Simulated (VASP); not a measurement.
# BiTe (Immm) in VASP: a series of runs

The runs below take BiTe through single point, with PBEsol.

Program: VASP 6.6.1. These are calculated values, not measurements. Logs are shortened: lines on timing, memory, paths and dates and some standing lists are left out, and cuts for length are marked.

## Step 1: The cell of the first run

The structure is orthorhombic, space group Immm (No. 71). The conventional cell has a = 4.552 Å, b = 4.598 Å, c = 6.470 Å, α = 90.00°, β = 90.00°, γ = 90.00°. Within 4.3 Å of Bi (site symmetry mmm) lie 6 Te at 3.23 to 3.24 Å. Within 4.3 Å of Te (site symmetry mmm) lie 6 Bi at 3.23 to 3.24 Å.

## Step 2: Single point, PBEsol (strain -0.0100 x Voigt [0, 0, 0, 1, 0, 0])

Input file INCAR:

```
SYSTEM = BiTe
PREC = Accurate ; ENCUT = 500
EDIFF = 1E-6 ; ISMEAR = 0
SIGMA = 0.15 ; LREAL = .False.
LASPH = .True. ; NELM = 120
ALGO = Normal ; ISIF = 2
LWAVE = .False. ; LCHARG = .True.
GGA = PS ; LELF = .True.
LVHAR = .True. ; NBANDS = 18
GGA_COMPAT = .False.
```

Input file KPOINTS:

```
regular mesh
0
Gamma
  14 14 14
  0 0 0
```

Input file POSCAR:

```
BiTe
1.0
    0.0000000000      3.2188250000      3.2188250000
    3.2350000000     -0.0161750000      3.2350000000
    3.2350000000      3.2350000000     -0.0161750000
Bi Te
1 1
Direct
    0.0000000000      0.0000000000      0.0000000000
    0.5000000000      0.5000000000      0.5000000000
```

Potentials or basis: VASP PAW PBE potentials, release 64 (Bi_d, Te).

The run is started by

```sh
> cat potpaw_PBE.64/Bi_d/POTCAR potpaw_PBE.64/Te/POTCAR > POTCAR
> mpirun -np 1 vasp_std > vasp.out
```

OUTCAR:

```text
SYSTEM = BiTe
   PREC = Accurate
   ENCUT = 500
   EDIFF = 1E-6
   ISMEAR = 0
   LREAL = .False.
   LASPH = .True.
   NELM = 120
   ISIF = 2
   GGA = PS

 ion  position               nearest neighbor table
   1  0.000  0.000  0.000-   2 3.23   2 3.23   2 3.24   2 3.24   2 3.24   2 3.24
   2  0.500  0.500  0.500-   1 3.23   1 3.23   1 3.24   1 3.24   1 3.24   1 3.24

  LATTYP: Found a body centered orthorhombic cell.
 ALAT       =     4.5521059699
 B/A-ratio  =     1.0100502513
 C/A-ratio  =     1.4213201632

  Lattice vectors:

 A1 = (  -3.2350000000,   0.0161750000,  -3.2350000000)
 A2 = (  -3.2350000000,  -0.0161750000,   3.2350000000)
 A3 = (   3.2350000000,   3.2350000000,  -0.0161750000)

Analysis of symmetry for initial positions (statically):
=====================================================================
 Subroutine PRICEL returns:
 Original cell was already a primitive cell.

 Routine SETGRP: Setting up the symmetry group for a
 body centered orthorhombic supercell.

 Subroutine GETGRP returns: Found  8 space group operations
 (whereof  8 operations were pure point group operations)
 out of a pool of  8 trial point group operations.

The static configuration has the point symmetry D_2h.

Analysis of symmetry for dynamics (positions and initial velocities):
=====================================================================
 Subroutine PRICEL returns:
 Original cell was already a primitive cell.

 Routine SETGRP: Setting up the symmetry group for a
 body centered orthorhombic supercell.

 Subroutine GETGRP returns: Found  8 space group operations
 (whereof  8 operations were pure point group operations)
 out of a pool of  8 trial point group operations.

The dynamic configuration has the point symmetry D_2h.

 Subroutine INISYM returns: Found  8 space group operations
 (whereof  8 operations are pure point group operations),
 and found     1 'primitive' translations

----------------------------------------------------------------------------------------

                                     Primitive cell

  volume of cell :      67.7083

  direct lattice vectors                    reciprocal lattice vectors
     0.000000000  3.218825000  3.218825000    -0.154559505  0.155336186  0.155336186
     3.235000000 -0.016175000  3.235000000     0.154559505 -0.153790553  0.153790553
     3.235000000  3.235000000 -0.016175000     0.154559505  0.153790553 -0.153790553

  length of vectors
     4.552105970  4.575009468  4.575009468     0.268602499  0.266817745  0.266817745

[... 75 lines left out ...]
   LNONCOLLINEAR =      F non collinear calculations
   LSORBIT =      F    spin-orbit coupling
   LASPH  =      T    aspherical Exc in radial PAW
   ENCUT  =  500.0 eV  36.75 Ry    6.06 a.u.   8.30  8.34  8.34*2*pi/ulx,y,z
   NELM   =    120;   NELMIN=  2; NELMDL= -5     # of ELM steps
   EDIFF  = 0.1E-05   stopping-criterion for ELM
   LREAL  =      F    real-space projection
   EDIFFG = 0.1E-04   stopping-criterion for IOM
   NSW    =      0    number of steps for IOM
   IBRION =     -1    ionic relax: 0-MD 1-quasi-New 2-CG
   NFREE  =      0    steps in history (QN), initial steepest desc. (CG)
   ISIF   =      2    stress and relaxation
   ISYM   =      2    0-nonsym 1-usesym 2-fastsym
   POTIM  = 0.5000    time-step for ionic-motion
   TEBEG  =    0.0;   TEEND  =   0.0 temperature during run
   PSTRESS=    0.0 pullay stress
   NELECT =      21.0000    total number of electrons
   NUPDOWN=      -1.0000    fix difference up-down
   EMIN   =  10.00;   EMAX   =-10.00  energy-range for DOS
   EFERMI =   0.00;   METHOD = LEGACY
   ISMEAR =     0;   SIGMA  =   0.15  broadening in eV -4-tet -1-fermi 0-gaus
   EFERMI_NEDOS =   21; number of points for ismear=-14 and -15
   IALGO  =     38    algorithm
   IMIX   =      4    mixing-type and parameters
     AMIX     =   0.40;   BMIX     =  1.00
     AMIX_MAG =   1.60;   BMIX_MAG =  1.00
  volume/ion in A,a.u.               =      33.85       228.46
  Fermi-wavevector in a.u.,A,eV,Ry     =   1.108155  2.094110 16.708063  1.228008
  Thomas-Fermi vector in A             =   2.244679
   LORBIT       =      0    0 simple, 1 ext, 2 COOP (PROOUT), +10 PAW based schemes
   GGA     = PS    functional components
   LHFCALC =     F    Hartree Fock is set to
   AEXX    =    0.0000 exact exchange contribution
   IVDW    =     0    specifies the selected vdW correction
   LEPSILON=     F    determine dielectric tensor
   LRPA    =     F    only Hartree local field effects (RPA)
 non-spin polarized calculation
 Gauss-broadening in eV      SIGMA  =   0.15
  energy-cutoff  :      500.00
  volume of cell :       67.71
 maximum number of plane-waves:      1745
 NGX is ok and might be reduce to    36
   NGX = 17   NGY = 17   NGZ = 17

 number of electron      21.0000001 magnetization

 Free energy of the ion-electron system (eV)
  ---------------------------------------------------
  ext. energy  EPLUGINS =         0.00000000
  ---------------------------------------------------
  free energy    TOTEN  =        -7.98221499 eV

  energy without entropy =       -7.96600474  energy(sigma->0) =       -7.97410986

 E-fermi :   6.4911     XC(G=0):  -9.5936

 val. band max:        6.4860766668   @ k =   0.5000   0.0714  -0.0000
 cond. band min:       6.4928501621   @ k =  -0.1429   0.5000   0.2143
 fundamental gap:      0.0067734953
 Fermi energy:         6.4910914539

 k-point     1 :       0.0000    0.0000    0.0000
  band No.  band energies     occupation
      1     -16.5713      2.00000
      2     -16.5712      2.00000
      3     -16.5672      2.00000
      4     -16.5667      2.00000
      5     -16.5661      2.00000
      6      -7.0445      2.00000
[... 481 lines left out ...]
      5     -16.5652      2.00000
      6      -6.8787      2.00000
[... 10 lines left out ...]
     17      13.0973      0.00000
     18      13.5176      0.00000

 [... further k-points ...]
[... 5 lines left out ...]
  --------------------------------------------------------------------------------------
  -------------------------------------------------------------------------------------
  Total       -0.7308029     -0.7290930     -0.7290930      0.0000000      0.0023612      0.0000000
  in kB      -17.2929407    -17.2524803    -17.2524803      0.0000000      0.0558723      0.0000000
  external PRESSURE =     -17.2659671 kB  Pullay stress =       0.0000000 kB

 VOLUME and BASIS-vectors are now :
 -----------------------------------------------------------------------------
  energy-cutoff  :      500.00
  volume of cell :       67.71
      direct lattice vectors                 reciprocal lattice vectors
     0.000000000  3.218825000  3.218825000    -0.154559505  0.155336186  0.155336186
     3.235000000 -0.016175000  3.235000000     0.154559505 -0.153790553  0.153790553
     3.235000000  3.235000000 -0.016175000     0.154559505  0.153790553 -0.153790553

 POSITION                                       TOTAL-FORCE (eV/Angst)
 -----------------------------------------------------------------------------------
      0.00000      0.00000      0.00000         0.000000      0.000000     -0.000000
      3.23500      3.21882      3.21883         0.000000      0.000000      0.000000
 -----------------------------------------------------------------------------------
    total drift:                               -0.000000      0.000000      0.000000

  FREE ENERGIE OF THE ION-ELECTRON SYSTEM (eV)
  ---------------------------------------------------
  free  energy   TOTEN  =        -7.9822149940 eV

  energy  without entropy=       -7.9660047351  energy(sigma->0) =       -7.97410986
```

Run time: 2.6 min. Hardware: 1 thread of Intel Xeon 6975P-C (Granite Rapids), shared host; peak memory 0.59 GiB.

Results:

```yaml
Free_energy: -7.9822 eV
Pressure: -1.7 GPa
Band_gap_on_the_k_mesh: zero (an odd number of electrons rules out a gap without spin polarisation)
```

Caveat: the cell differs from its parent crystal (strain -0.0100 x Voigt [0, 0, 0, 1, 0, 0]); the PAW data sets were made with another functional, which shifts forces and pressure a little; spin-orbit coupling is left out, which moves the levels of the heavy elements.

## Step 3: Single point, PBEsol (strain +0.0050 x Voigt [0, 0, 0, 1, 0, 0])

Input file INCAR:

```
  PREC = Accurate
  ENCUT = 500
  EDIFF = 1E-6
  ISMEAR = 0
  SIGMA = 0.15
  LREAL = F
  LASPH = T
  NELM = 120
  ALGO = Normal
  ISIF = 2
  LWAVE = F
  LCHARG = F
  GGA = PS
  NBANDS = 18
  GGA_COMPAT = F
```

Input file KPOINTS:

```
regular mesh
0
Gamma
  14 14 14
```

Input file POSCAR:

```
BiTe
1.0
    0.0000000000      3.2430875000      3.2430875000
    3.2350000000      0.0080875000      3.2350000000
    3.2350000000      3.2350000000      0.0080875000
Bi Te
1 1
Direct
    0.0000000000      0.0000000000      0.0000000000
    0.5000000000      0.5000000000      0.5000000000
```

Potentials or basis: VASP PAW PBE potentials, release 64 (Bi_d, Te).

The run is started by

```sh
> cat potpaw_PBE.64/Bi_d/POTCAR potpaw_PBE.64/Te/POTCAR > POTCAR
> mpirun -np 1 vasp_std > vasp.out
```

Wall time 2.5 min (1 thread of Intel Xeon 6975P-C (Granite Rapids), shared host); peak memory 0.59 GiB.

It converged, with:

| Property | Result |
| --- | --- |
| Free energy | -7.9822 eV |
| Pressure | -1.7 GPa |
| Band gap on the k mesh | zero (an odd number of electrons rules out a gap without spin polarisation) |

Levels at points of the mesh, in eV from the Fermi level:
```tsv
k point	band 6	band 7	band 8	band 9	band 10	band 11	band 12	band 13	band 14	band 15
(0.00, 0.00, 0.00)	-13.54	-8.14	-2.56	-2.53	-2.51	2.14	2.15	2.16	4.60	4.63
(0.50, 0.00, 0.00)	-11.58	-11.27	-1.90	-1.89	-1.60	-0.85	-0.63	-0.62	7.23	7.70
(0.00, 0.50, 0.00)	-11.57	-11.26	-1.92	-1.91	-1.62	-0.87	-0.65	-0.64	7.24	7.72
(0.50, 0.50, 0.00)	-11.77	-9.96	-5.68	-4.01	-4.01	2.17	3.59	3.59	4.95	8.70
(0.00, 0.50, 0.50)	-11.77	-9.96	-5.68	-4.04	-3.99	2.17	3.58	3.60	4.95	8.70
```

Caveat: the cell differs from its parent crystal (strain +0.0050 x Voigt [0, 0, 0, 1, 0, 0]); the PAW data sets were made with another functional, which shifts forces and pressure a little; spin-orbit coupling is left out, which moves the levels of the heavy elements.
